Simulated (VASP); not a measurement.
# GaGe3 (Pm-3m) in VASP: further runs, part 2 of 2

VASP 6.6.1.

## Step 4: Single point, PBEsol

This run uses another cell than the first one, of 16.43 Å³/atom.

The input, INCAR:

```
PREC = Accurate
ENCUT = 520
EDIFF = 1E-6
ISMEAR = -1
SIGMA = 0.05
LREAL = False
LASPH = True
NELM = 60
ALGO = Normal
ISIF = 2
LWAVE = False
LCHARG = True
GGA = PS
LELF = True
LVHAR = True
NBANDS = 36
```

The input, KPOINTS:

```
regular mesh
0
Gamma
  6 6 6
```

The input, POSCAR:

```
GaGe3
1.0
    4.0357115625      0.0000000000      0.0000000000
    0.0000000000      4.0357115625      0.0000000000
    0.0000000000      0.0000000000      4.0357115625
Ge Ga
3 1
Direct
    0.5000000000      0.5000000000      0.0000000000
    0.5000000000      0.0000000000      0.5000000000
    0.0000000000      0.5000000000      0.5000000000
    0.0000000000      0.0000000000      0.0000000000
```

Potentials or basis: VASP PAW PBE potentials, release 64 (Ge_d, Ga_d).

Command:

```bash
cat potpaw_PBE.64/Ge_d/POTCAR potpaw_PBE.64/Ga_d/POTCAR > POTCAR
mpirun -np 1 vasp_std > vasp.out
```

OUTCAR:

```text
PREC = Accurate
   ENCUT = 520
   EDIFF = 1E-6
   ISMEAR = -1
   LREAL = False
   LASPH = True
   NELM = 60
   ISIF = 2
   GGA = PS

 ion  position               nearest neighbor table
   1  0.500  0.500  0.000-   2 2.85   3 2.85   4 2.85   2 2.85   3 2.85   2 2.85   4 2.85   2 2.85
                             3 2.85   4 2.85   3 2.85   4 2.85
   2  0.500  0.000  0.500-   1 2.85   3 2.85   4 2.85   1 2.85   4 2.85   1 2.85   3 2.85   1 2.85
                             3 2.85   4 2.85   4 2.85   3 2.85
   3  0.000  0.500  0.500-   1 2.85   2 2.85   4 2.85   1 2.85   4 2.85   2 2.85   4 2.85   4 2.85
                             1 2.85   2 2.85   1 2.85   2 2.85
   4  0.000  0.000  0.000-   1 2.85   2 2.85   3 2.85   2 2.85   3 2.85   1 2.85   3 2.85   3 2.85
                             1 2.85   2 2.85   2 2.85   1 2.85

  LATTYP: Found a simple cubic cell.
 ALAT       =     4.0357115625

  Lattice vectors:

 A1 = (   4.0357115625,   0.0000000000,   0.0000000000)
 A2 = (   0.0000000000,   4.0357115625,   0.0000000000)
 A3 = (   0.0000000000,   0.0000000000,   4.0357115625)

Analysis of symmetry for initial positions (statically):
=====================================================================
 Subroutine PRICEL returns:
 Original cell was already a primitive cell.

 Routine SETGRP: Setting up the symmetry group for a
 simple cubic supercell.

 Subroutine GETGRP returns: Found 48 space group operations
 (whereof 48 operations were pure point group operations)
 out of a pool of 48 trial point group operations.

The static configuration has the point symmetry O_h .

Analysis of symmetry for dynamics (positions and initial velocities):
=====================================================================
 Subroutine PRICEL returns:
 Original cell was already a primitive cell.

 Routine SETGRP: Setting up the symmetry group for a
 simple cubic supercell.

 Subroutine GETGRP returns: Found 48 space group operations
 (whereof 48 operations were pure point group operations)
 out of a pool of 48 trial point group operations.

The dynamic configuration has the point symmetry O_h .

 Subroutine INISYM returns: Found 48 space group operations
 (whereof 48 operations are pure point group operations),
 and found     1 'primitive' translations

----------------------------------------------------------------------------------------

                                     Primitive cell

  volume of cell :      65.7295

  direct lattice vectors                    reciprocal lattice vectors
     4.035711563  0.000000000  0.000000000     0.247787778  0.000000000  0.000000000
     0.000000000  4.035711563  0.000000000     0.000000000  0.247787778  0.000000000
     0.000000000  0.000000000  4.035711563     0.000000000  0.000000000  0.247787778

  length of vectors
     4.035711563  4.035711563  4.035711563     0.247787778  0.247787778  0.247787778

  position of ions in fractional coordinates (direct lattice)
     0.500000000  0.500000000  0.000000000
     0.500000000  0.000000000  0.500000000
     0.000000000  0.500000000  0.500000000
     0.000000000  0.000000000  0.000000000

  ion indices of the primitive-cell ions
   primitive index   ion index
                 1           1
                 2           2
[... 24 lines left out ...]
 Subroutine IBZKPT returns following result:
 ===========================================

 Found     20 irreducible k-points:

 Following reciprocal coordinates:
            Coordinates               Weight
  0.000000  0.000000  0.000000      1.000000
  0.166667  0.000000  0.000000      6.000000
  0.333333  0.000000  0.000000      6.000000
  0.500000  0.000000  0.000000      3.000000
  0.166667  0.166667  0.000000     12.000000
  0.333333  0.166667  0.000000     24.000000
[... 12 lines left out ...]
  0.500000  0.500000  0.333333      6.000000
  0.500000  0.500000  0.500000      1.000000
   k-points           NKPTS =     20   k-points in BZ     NKDIM =     20   number of bands    NBANDS=     36
   number of dos      NEDOS =    301   number of ions     NIONS =      4
   total plane-waves  NPLWV =  27000
   dimension x,y,z NGX =    30 NGY =   30 NGZ =   30
   dimension x,y,z NGXF=    60 NGYF=   60 NGZF=   60
   ions per type =               3   1
   NGX,Y,Z   is equivalent  to a cutoff of  12.36, 12.36, 12.36 a.u.
   NGXF,Y,Z  is equivalent  to a cutoff of  24.72, 24.72, 24.72 a.u.
 SYSTEM =  unknown system
   PREC   = accura    normal or accurate (medium, high low for compatibility)
   ISTART =      0    job   : 0-new  1-cont  2-samecut
   ICHARG =      2    charge: 1-file 2-atom 10-const
   ISPIN  =      1    spin polarized calculation?
   LNONCOLLINEAR =      F non collinear calculations
   LSORBIT =      F    spin-orbit coupling
   LASPH  =      T    aspherical Exc in radial PAW
   ENCUT  =  520.0 eV  38.22 Ry    6.18 a.u.   7.50  7.50  7.50*2*pi/ulx,y,z
   NELM   =     60;   NELMIN=  2; NELMDL= -5     # of ELM steps
   EDIFF  = 0.1E-05   stopping-criterion for ELM
   LREAL  =      F    real-space projection
   EDIFFG = 0.1E-04   stopping-criterion for IOM
   NSW    =      0    number of steps for IOM
   IBRION =     -1    ionic relax: 0-MD 1-quasi-New 2-CG
   NFREE  =      0    steps in history (QN), initial steepest desc. (CG)
   ISIF   =      2    stress and relaxation
   ISYM   =      2    0-nonsym 1-usesym 2-fastsym
   POTIM  = 0.5000    time-step for ionic-motion
   TEBEG  =    0.0;   TEEND  =   0.0 temperature during run
   PSTRESS=    0.0 pullay stress
   NELECT =      55.0000    total number of electrons
   NUPDOWN=      -1.0000    fix difference up-down
   EMIN   =  10.00;   EMAX   =-10.00  energy-range for DOS
   EFERMI =   0.00;   METHOD = LEGACY
   ISMEAR =    -1;   SIGMA  =   0.05  broadening in eV -4-tet -1-fermi 0-gaus
   EFERMI_NEDOS =   21; number of points for ismear=-14 and -15
   IALGO  =     38    algorithm
   IMIX   =      4    mixing-type and parameters
     AMIX     =   0.40;   BMIX     =  1.00
     AMIX_MAG =   1.60;   BMIX_MAG =  1.00
  volume/ion in A,a.u.               =      16.43       110.89
  Fermi-wavevector in a.u.,A,eV,Ry     =   1.542679  2.915241 32.379947  2.379859
  Thomas-Fermi vector in A             =   2.648450
   LORBIT       =      0    0 simple, 1 ext, 2 COOP (PROOUT), +10 PAW based schemes
   GGA     = PS    functional components
   LHFCALC =     F    Hartree Fock is set to
   AEXX    =    0.0000 exact exchange contribution
   IVDW    =     0    specifies the selected vdW correction
   LEPSILON=     F    determine dielectric tensor
   LRPA    =     F    only Hartree local field effects (RPA)
 non-spin polarized calculation
  energy-cutoff  :      520.00
  volume of cell :       65.73
 maximum number of plane-waves:      1800
   NGX = 15   NGY = 15   NGZ = 15

 number of electron      54.9999903 magnetization

 Free energy of the ion-electron system (eV)
  ---------------------------------------------------
  ext. energy  EPLUGINS =         0.00000000
  ---------------------------------------------------
  free energy    TOTEN  =       -17.02291004 eV

  energy without entropy =      -16.99793003  energy(sigma->0) =      -17.01042003

 E-fermi :   7.9422     XC(G=0): -12.0782

 val. band max:        7.9311518717   @ k =   0.3333   0.1667   0.0000
 cond. band min:       7.9660509496   @ k =   0.5000   0.5000   0.0000
 fundamental gap:      0.0348990779
 Fermi energy:         7.9421572973

 k-point     1 :       0.0000    0.0000    0.0000
  band No.  band energies     occupation
      1     -16.9065      2.00000
      2     -16.9065      2.00000
      3     -16.9065      2.00000
      4     -16.8940      2.00000
      5     -16.8358      2.00000
      6     -16.8358      2.00000
[... 769 lines left out ...]
     35      17.7986      0.00000
     36      17.7986      0.00000

------------------------ aborting loop because EDIFF is reached ----------------------------------------

  FORCE on cell =-STRESS in cart. coord.  units (eV):
  Direction    XX          YY          ZZ          XY          YZ          ZX
  --------------------------------------------------------------------------------------
  -------------------------------------------------------------------------------------
  Total        4.1518325      4.1518325      4.1518325      0.0000000     -0.0000000      0.0000000
  in kB      101.2022231    101.2022231    101.2022231      0.0000000     -0.0000000      0.0000000
  external PRESSURE =     101.2022231 kB  Pullay stress =       0.0000000 kB

 VOLUME and BASIS-vectors are now :
 -----------------------------------------------------------------------------
  energy-cutoff  :      520.00
  volume of cell :       65.73
      direct lattice vectors                 reciprocal lattice vectors
     4.035711563  0.000000000  0.000000000     0.247787778  0.000000000  0.000000000
     0.000000000  4.035711563  0.000000000     0.000000000  0.247787778  0.000000000
     0.000000000  0.000000000  4.035711563     0.000000000  0.000000000  0.247787778

 POSITION                                       TOTAL-FORCE (eV/Angst)
 -----------------------------------------------------------------------------------
      2.01786      2.01786      0.00000         0.000000      0.000000      0.000000
      2.01786      0.00000      2.01786         0.000000      0.000000      0.000000
      0.00000      2.01786      2.01786         0.000000      0.000000      0.000000
      0.00000      0.00000      0.00000         0.000000      0.000000      0.000000
 -----------------------------------------------------------------------------------
    total drift:                                0.000000      0.000000     -0.000000

  FREE ENERGIE OF THE ION-ELECTRON SYSTEM (eV)
  ---------------------------------------------------
  free  energy   TOTEN  =       -17.0229100396 eV

  energy  without entropy=      -16.9979300299  energy(sigma->0) =      -17.01042003
```

stdout:

```text
POSCAR found type information on POSCAR GeGa
 POSCAR found :  2 types and       4 ions
 scaLAPACK will be used
 -----------------------------------------------------------------------------
|                                                                             |
|                                                                             |
|     You enforced a specific xc type in the INCAR file but a different       |
|     I HOPE YOU KNOW WHAT YOU ARE DOING!                                     |
|                                                                             |
 -----------------------------------------------------------------------------

 LDA part: xc-table for (Slater+PW92), standard interpolation
 POSCAR, INCAR and KPOINTS ok, starting setup
 FFT: planning ... GRIDC
 FFT: planning ... GRID_SOFT
 FFT: planning ... GRID
 WAVECAR not read
 entering main loop
```

Wall time 27 s (1 thread of Intel Xeon Platinum 8375C at 2.90GHz (Ice Lake), shared host); peak memory 0.19 GiB.

Results:

| Property | Result |
| --- | --- |
| Free energy | -17.0229 eV |
| Pressure | 10.1 GPa |
| Band gap on the k mesh | zero (an odd number of electrons rules out a gap without spin polarisation) |

Levels at points of the mesh, in eV from the Fermi level:
| k point | band 25 | band 26 | band 27 | band 28 | band 29 | band 30 | band 31 | band 32 |
| --- | --- | --- | --- | --- | --- | --- | --- | --- |
| (0.00, 0.00, 0.00) | -4.64 | -4.64 | -3.28 | 2.93 | 2.93 | 2.93 | 3.90 | 3.90 |
| (0.50, 0.00, 0.00) | -2.43 | -2.43 | -1.82 | -1.82 | -0.37 | -0.17 | 5.38 | 5.38 |
| (0.50, 0.50, 0.00) | -0.52 | -0.18 | 0.02 | 0.02 | 0.07 | 0.07 | 1.05 | 1.41 |
| (0.50, 0.50, 0.50) | -5.98 | -5.98 | -5.98 | -5.64 | 7.88 | 7.88 | 7.97 | 7.97 |

Caveat: the cell stands under pressure; the PAW data sets were made with another functional, which shifts forces and pressure a little.

## Step 5: Summary

```tsv
cell	gap on the mesh (eV)	pressure (GPa)
a = 3.860 Å, 4 atoms	none	30.3
a = 3.935 Å, 4 atoms	none	20.1
a = 4.036 Å, 4 atoms	none	10.1
```

Alike in all rows: task single point; level PBEsol; potentials or basis VASP PAW PBE potentials, release 64 (Ge_d, Ga_d); no spin polarisation; k mesh 6 × 6 × 6; cutoff (eV) 520; smearing fermi-dirac 0.05 eV.

Caveats: the cell stands under pressure; the PAW data sets were made with another functional, which shifts forces and pressure a little.

Total energies depend on the potentials used, so only differences within one code and one set of settings carry meaning.
